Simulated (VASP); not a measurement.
# Sn (P6_3/mmc) in VASP: further runs

Sn is run at these levels: RPBE; tasks: single point.

Program: VASP 6.6.1. These are calculated values, not measurements. Logs are shortened: lines on timing, memory, paths and dates and some standing lists are left out, and cuts for length are marked.

**1. The cell of the first run**

It takes space group P6_3/mmc (No. 194, hexagonal). The conventional cell has a = 3.500 Å, b = 3.500 Å, c = 5.816 Å, α = 90.00°, β = 90.00°, γ = 120.00°. Within 4.6 Å of Sn (site symmetry -6m2) lie 12 Sn at 3.50 to 3.54 Å.

**2. Single point, RPBE (volume scaled by 1.08)**

INCAR

```
PREC = Accurate
ENCUT = 520
EDIFF = 1E-6
ISMEAR = -1
SIGMA = 0.1
LREAL = False
LASPH = True
NELM = 100
ALGO = Normal
ISIF = 2
LWAVE = False
LCHARG = False
GGA = RP
NBANDS = 21
```

KPOINTS

```
regular mesh
0
Gamma
  12 12 6
```

POSCAR

```
Sn
1.0
    3.5000404599      0.0000000000      0.0000000000
   -1.7500202299      3.0311239525      0.0000000000
    0.0000000000      0.0000000000      5.8155858282
Sn
2
Direct
    0.3333333333      0.6666666667      0.2500000000
    0.6666666667      0.3333333333      0.7500000000
```

Potentials or basis: VASP PAW PBE potentials, release 64 (Sn_d).

On the command line:

```
$ cat potpaw_PBE.64/Sn_d/POTCAR > POTCAR
$ mpirun -np 1 vasp_std > vasp.out
```

OUTCAR:

```text
PREC = Accurate
   ENCUT = 520
   EDIFF = 1E-6
   ISMEAR = -1
   LREAL = False
   LASPH = True
   NELM = 100
   ISIF = 2
   GGA = RP

 ion  position               nearest neighbor table
   1  0.333  0.667  0.250-   2 3.54   2 3.54   2 3.54   2 3.54   2 3.54   2 3.54
   2  0.667  0.333  0.750-   1 3.54   1 3.54   1 3.54   1 3.54   1 3.54   1 3.54

  LATTYP: Found a hexagonal cell.
 ALAT       =     3.5000404599
 C/A-ratio  =     1.6615767431

  Lattice vectors:

 A1 = (   3.5000404599,   0.0000000000,   0.0000000000)
 A2 = (  -1.7500202299,   3.0311239525,   0.0000000000)
 A3 = (   0.0000000000,   0.0000000000,   5.8155858282)

Analysis of symmetry for initial positions (statically):
=====================================================================
 Subroutine PRICEL returns:
 Original cell was already a primitive cell.

 Routine SETGRP: Setting up the symmetry group for a
 hexagonal supercell.

 Subroutine GETGRP returns: Found 24 space group operations
 (whereof 12 operations were pure point group operations)
 out of a pool of 24 trial point group operations.

The static configuration has the point symmetry D_3d.
 The point group associated with its full space group is D_6h.

Analysis of symmetry for dynamics (positions and initial velocities):
=====================================================================
 Subroutine PRICEL returns:
 Original cell was already a primitive cell.

 Routine SETGRP: Setting up the symmetry group for a
 hexagonal supercell.

 Subroutine GETGRP returns: Found 24 space group operations
 (whereof 12 operations were pure point group operations)
 out of a pool of 24 trial point group operations.

The dynamic configuration has the point symmetry D_3d.
 The point group associated with its full space group is D_6h.

 Subroutine INISYM returns: Found 24 space group operations
 (whereof 12 operations are pure point group operations),
 and found     1 'primitive' translations

----------------------------------------------------------------------------------------

                                     Primitive cell

  volume of cell :      61.6979

  direct lattice vectors                    reciprocal lattice vectors
     3.500040460  0.000000000  0.000000000     0.285710983  0.164955313  0.000000000
    -1.750020230  3.031123953  0.000000000     0.000000000  0.329910626  0.000000000
     0.000000000  0.000000000  5.815585828     0.000000000  0.000000000  0.171951722

  length of vectors
     3.500040460  3.500040460  5.815585828     0.329910626  0.329910626  0.171951722

  position of ions in fractional coordinates (direct lattice)
     0.333333333  0.666666667  0.250000000
     0.666666667  0.333333333  0.750000000

  ion indices of the primitive-cell ions
   primitive index   ion index
                 1           1
                 2           2

----------------------------------------------------------------------------------------

 KPOINTS: regular mesh

Automatic generation of k-mesh.
 Grid dimensions read from file:
 generate k-points for:   12   12    6

 Generating k-lattice:

  Cartesian coordinates                     Fractional coordinates (reciprocal lattice)
     0.023809249  0.013746276  0.000000000     0.083333333 -0.000000000  0.000000000
     0.000000000  0.027492552  0.000000000     0.000000000  0.083333333  0.000000000
     0.000000000  0.000000000  0.028658620     0.000000000  0.000000000  0.166666667

  Length of vectors
     0.027492552  0.027492552  0.028658620

  Shift w.r.t. Gamma in fractional coordinates (k-lattice)
     0.000000000  0.000000000  0.000000000

 Subroutine IBZKPT returns following result:
 ===========================================

 Found     76 irreducible k-points:

 Following reciprocal coordinates:
            Coordinates               Weight
  0.000000  0.000000  0.000000      1.000000
  0.083333 -0.000000  0.000000      6.000000
  0.166667  0.000000  0.000000      6.000000
  0.250000  0.000000  0.000000      6.000000
  0.333333  0.000000  0.000000      6.000000
  0.416667  0.000000  0.000000      6.000000
[... 16 lines left out ...]
  0.250000  0.000000  0.166667     12.000000
  0.333333  0.000000  0.166667     12.000000
 [... further k-points ...]
   k-points           NKPTS =     76   k-points in BZ     NKDIM =     76   number of bands    NBANDS=     21
   number of dos      NEDOS =    301   number of ions     NIONS =      2
   total plane-waves  NPLWV =  37632
   dimension x,y,z NGX =    28 NGY =   28 NGZ =   48
   dimension x,y,z NGXF=    56 NGYF=   56 NGZF=   96
   ions per type =               2
   NGX,Y,Z   is equivalent  to a cutoff of  13.30, 13.30, 13.72 a.u.
   NGXF,Y,Z  is equivalent  to a cutoff of  26.60, 26.60, 27.44 a.u.
 SYSTEM =  unknown system
   PREC   = accura    normal or accurate (medium, high low for compatibility)
   ISTART =      0    job   : 0-new  1-cont  2-samecut
   ICHARG =      2    charge: 1-file 2-atom 10-const
   ISPIN  =      1    spin polarized calculation?
   LNONCOLLINEAR =      F non collinear calculations
   LSORBIT =      F    spin-orbit coupling
   LASPH  =      T    aspherical Exc in radial PAW
   ENCUT  =  520.0 eV  38.22 Ry    6.18 a.u.   6.51  6.51 10.81*2*pi/ulx,y,z
   NELM   =    100;   NELMIN=  2; NELMDL= -5     # of ELM steps
   EDIFF  = 0.1E-05   stopping-criterion for ELM
   LREAL  =      F    real-space projection
   EDIFFG = 0.1E-04   stopping-criterion for IOM
   NSW    =      0    number of steps for IOM
   IBRION =     -1    ionic relax: 0-MD 1-quasi-New 2-CG
   NFREE  =      0    steps in history (QN), initial steepest desc. (CG)
   ISIF   =      2    stress and relaxation
   ISYM   =      2    0-nonsym 1-usesym 2-fastsym
   POTIM  = 0.5000    time-step for ionic-motion
   TEBEG  =    0.0;   TEEND  =   0.0 temperature during run
   PSTRESS=    0.0 pullay stress
   NELECT =      28.0000    total number of electrons
   NUPDOWN=      -1.0000    fix difference up-down
   EMIN   =  10.00;   EMAX   =-10.00  energy-range for DOS
   EFERMI =   0.00;   METHOD = LEGACY
   ISMEAR =    -1;   SIGMA  =   0.10  broadening in eV -4-tet -1-fermi 0-gaus
   EFERMI_NEDOS =   21; number of points for ismear=-14 and -15
   IALGO  =     38    algorithm
   IMIX   =      4    mixing-type and parameters
     AMIX     =   0.40;   BMIX     =  1.00
     AMIX_MAG =   1.60;   BMIX_MAG =  1.00
  volume/ion in A,a.u.               =      30.85       208.18
  Fermi-wavevector in a.u.,A,eV,Ry     =   1.258068  2.377404 21.534416  1.582735
  Thomas-Fermi vector in A             =   2.391696
   LORBIT       =      0    0 simple, 1 ext, 2 COOP (PROOUT), +10 PAW based schemes
   GGA     = RP    functional components
   LHFCALC =     F    Hartree Fock is set to
   AEXX    =    0.0000 exact exchange contribution
   IVDW    =     0    specifies the selected vdW correction
   LEPSILON=     F    determine dielectric tensor
   LRPA    =     F    only Hartree local field effects (RPA)
 non-spin polarized calculation
  energy-cutoff  :      520.00
  volume of cell :       61.70
 maximum number of plane-waves:      1702
 NGX is ok and might be reduce to    28
   NGX = 13   NGY = 13   NGZ = 21

 number of electron      27.9999996 magnetization

 Free energy of the ion-electron system (eV)
  ---------------------------------------------------
  ext. energy  EPLUGINS =         0.00000000
  ---------------------------------------------------
  free energy    TOTEN  =        -6.83166630 eV

  energy without entropy =       -6.79213584  energy(sigma->0) =       -6.81190107

 E-fermi :   6.7658     XC(G=0):  -9.7037

 val. band max:        6.7434488363   @ k =   0.3333   0.2500   0.3333
 cond. band min:       6.7866628972   @ k =   0.3333   0.2500   0.0000
 fundamental gap:      0.0432140609
 Fermi energy:         6.7657966828

 k-point     1 :       0.0000    0.0000    0.0000
  band No.  band energies     occupation
      1     -14.8026      2.00000
      2     -14.7942      2.00000
      3     -14.7901      2.00000
      4     -14.7901      2.00000
      5     -14.7841      2.00000
      6     -14.7841      2.00000
[... 13 lines left out ...]
     20      16.3425      0.00000
     21      17.8334      0.00000

 k-point     2 :       0.0833   -0.0000    0.0000
  band No.  band energies     occupation
      1     -14.8031      2.00000
      2     -14.7944      2.00000
      3     -14.7872      2.00000
      4     -14.7837      2.00000
      5     -14.7803      2.00000
      6     -14.7778      2.00000
[... 13 lines left out ...]
     20      16.4905      0.00000
     21      17.7060      0.00000

 k-point     3 :       0.1667    0.0000    0.0000
  band No.  band energies     occupation
      1     -14.8113      2.00000
      2     -14.7880      2.00000
      3     -14.7849      2.00000
      4     -14.7715      2.00000
      5     -14.7687      2.00000
      6     -14.7662      2.00000
[... 13 lines left out ...]
     20      16.3375      0.00000
     21      17.2655      0.00000

 k-point     4 :       0.2500    0.0000    0.0000
  band No.  band energies     occupation
      1     -14.8232      2.00000
      2     -14.7899      2.00000
      3     -14.7826      2.00000
      4     -14.7755      2.00000
      5     -14.7715      2.00000
      6     -14.7423      2.00000
[... 13 lines left out ...]
     20      15.6505      0.00000
     21      16.9435      0.00000

 k-point     5 :       0.3333    0.0000    0.0000
  band No.  band energies     occupation
      1     -14.8345      2.00000
      2     -14.7945      2.00000
      3     -14.7940      2.00000
      4     -14.7820      2.00000
      5     -14.7562      2.00000
      6     -14.7404      2.00000
[... 13 lines left out ...]
     20      15.3216      0.00000
     21      16.5749      0.00000
[... 382 lines left out ...]
     20      16.4763      0.00000
     21      17.3564      0.00000

 k-point    22 :       0.1667    0.0000    0.1667
  band No.  band energies     occupation
      1     -14.8102      2.00000
      2     -14.7920      2.00000
      3     -14.7889      2.00000
      4     -14.7742      2.00000
      5     -14.7717      2.00000
      6     -14.7623      2.00000
[... 13 lines left out ...]
     20      16.2235      0.00000
     21      16.4327      0.00000

 k-point    23 :       0.2500    0.0000    0.1667
  band No.  band energies     occupation
      1     -14.8216      2.00000
      2     -14.7952      2.00000
      3     -14.7881      2.00000
      4     -14.7726      2.00000
      5     -14.7630      2.00000
      6     -14.7469      2.00000
[... 13 lines left out ...]
     20      15.0484      0.00000
     21      15.8610      0.00000

 k-point    24 :       0.3333    0.0000    0.1667
  band No.  band energies     occupation
      1     -14.8324      2.00000
      2     -14.8015      2.00000
      3     -14.7943      2.00000
      4     -14.7772      2.00000
      5     -14.7558      2.00000
      6     -14.7430      2.00000
[... 13 lines left out ...]
     20      14.5276      0.00000
     21      15.8110      0.00000

 [... further k-points ...]
[... 5 lines left out ...]
  --------------------------------------------------------------------------------------
  -------------------------------------------------------------------------------------
  Total       -0.9893949     -0.9893949     -1.1995002     -0.0000000      0.0000000      0.0000000
  in kB      -25.6927173    -25.6927173    -31.1487526     -0.0000000      0.0000000      0.0000000
  external PRESSURE =     -27.5113958 kB  Pullay stress =       0.0000000 kB

 VOLUME and BASIS-vectors are now :
 -----------------------------------------------------------------------------
  energy-cutoff  :      520.00
  volume of cell :       61.70
      direct lattice vectors                 reciprocal lattice vectors
     3.500040460  0.000000000  0.000000000     0.285710983  0.164955313  0.000000000
    -1.750020230  3.031123953  0.000000000     0.000000000  0.329910626  0.000000000
     0.000000000  0.000000000  5.815585828     0.000000000  0.000000000  0.171951722

 POSITION                                       TOTAL-FORCE (eV/Angst)
 -----------------------------------------------------------------------------------
     -0.00000      2.02075      1.45390         0.000000     -0.000000      0.000000
      1.75002      1.01037      4.36169        -0.000000      0.000000      0.000000
 -----------------------------------------------------------------------------------
    total drift:                               -0.000000      0.000000      0.000000

  FREE ENERGIE OF THE ION-ELECTRON SYSTEM (eV)
  ---------------------------------------------------
  free  energy   TOTEN  =        -6.8316663028 eV

  energy  without entropy=       -6.7921358390  energy(sigma->0) =       -6.81190107
```

It took 47 s on 1 thread of Intel Xeon Platinum 8375C at 2.90GHz (Ice Lake), shared host; peak memory 0.23 GiB.

Results:

| Property | Result |
| --- | --- |
| Free energy | -6.8317 eV |
| Pressure | -2.8 GPa |
| Band gap on the k mesh | zero (band 14 reaches 12.05 eV, above the bottom of band 15 at 4.68 eV) |

Stress tensor (GPa, compression positive):
```
-2.57  0.00  0.00
 0.00 -2.57  0.00
 0.00  0.00 -3.11
```

Caveat: the PAW data sets were made with another functional, which shifts forces and pressure a little; spin-orbit coupling is left out, which moves the levels of the heavy elements.

**3. Single point, RPBE (volume scaled by 1.12)**

INCAR

```
SYSTEM = Sn
ALGO = Normal
EDIFF = 1E-6
ENCUT = 520
GGA = RP
ISIF = 2
ISMEAR = -1
LASPH = .True.
LCHARG = .False.
LREAL = .False.
LWAVE = .False.
NBANDS = 21
NELM = 80
PREC = Accurate
SIGMA = 0.1
```

KPOINTS

```
k-points
0
Gamma
  12 12 6
  0 0 0
```

POSCAR

```
Sn
1.0
    3.5427280872      0.0000000000      0.0000000000
   -1.7713640436      3.0680925222      0.0000000000
    0.0000000000      0.0000000000      5.8865145969
Sn
2
Direct
    0.3333333333      0.6666666667      0.2500000000
    0.6666666667      0.3333333333      0.7500000000
```

Potentials or basis: VASP PAW PBE potentials, release 64 (Sn_d).

On the command line:

```
$ cat potpaw_PBE.64/Sn_d/POTCAR > POTCAR
$ mpirun -np 1 vasp_std > vasp.out
```

Wall time 48 s (1 thread of Intel Xeon Platinum 8375C at 2.90GHz (Ice Lake), shared host); peak memory 0.23 GiB.

The run converged. Its results:

```
Free energy            : -6.7858 eV
Pressure               : -3.8 GPa
Band gap on the k mesh : zero (band 14 reaches 11.47 eV, above the bottom of band 15 at 4.39 eV)
```

Stress tensor (GPa, compression positive):
```
-3.63  0.00  0.00
 0.00 -3.63  0.00
 0.00  0.00 -4.03
```

Levels at points of the mesh, in eV from the Fermi level:
```tsv
k point	band 10	band 11	band 12	band 13	band 14	band 15	band 16	band 17	band 18	band 19
(0.00, 0.00, 0.00)	-21.49	-10.00	-6.66	-3.84	5.08	5.08	6.34	6.49	6.49	8.59
(0.50, 0.00, 0.00)	-21.47	-6.66	-5.56	-2.42	-1.36	-0.51	1.31	2.04	4.95	5.44
(0.00, 0.00, 0.50)	-21.51	-8.93	-8.93	0.62	0.62	5.78	5.78	5.78	5.78	9.39
(0.50, 0.00, 0.50)	-21.48	-5.87	-5.87	-3.34	-3.34	3.13	3.13	3.13	3.13	6.53
```

Caveat: the PAW data sets were made with another functional, which shifts forces and pressure a little; spin-orbit coupling is left out, which moves the levels of the heavy elements.
